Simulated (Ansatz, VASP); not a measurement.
Two plane-wave programs on CdIr

```
Cd Ir
1.0
     5.56037    0.00000    0.00000
    -2.78018    4.81542    0.00000
     0.00000    0.00000    4.52312
Cd Ir
3 3
Direct
  0.50000 0.00000 0.00000
  0.50000 0.50000 0.00000
  0.00000 0.50000 0.00000
  0.00000 0.00000 0.00000
  0.33333 0.66667 0.50000
  0.66667 0.33333 0.50000
```

Alike in both runs: functional PBE; k mesh 6 × 6 × 4; occupations gaussian, width 0.1 eV; no spin polarisation.

Ansatz relaxed the structure, and its values are those at the end. VASP's run is a single point on that final structure, the one shown.

```csv
,VASP,Ansatz
version,VASP 6.6.1,Ansatz 0.2.0
potentials or method,"VASP PAW PBE potentials, release 64 (Cd, Ir), cutoff 520 eV","scalar-relativistic, plane waves, PAW"
valence electrons in the cell,63,111
```

Ansatz gave:

| Item | Value |
| --- | --- |
| gap on the k mesh at the Fermi level (eV) | none |
| pressure (GPa) | 0.0 |

Problem. Which values does VASP return?

Solution. gap on the k mesh at the Fermi level (eV): none; pressure (GPa): 1.1.

A gap of «none» marks a metal or a gap that the smearing closes. The functional is the same, so the differences come from potentials, cutoffs and numerics. VASP's potentials hold 63 valence electrons a cell and Ansatz's 111, so a difference there can come from the potentials and not from the codes.

Neither program's run includes spin-orbit coupling.
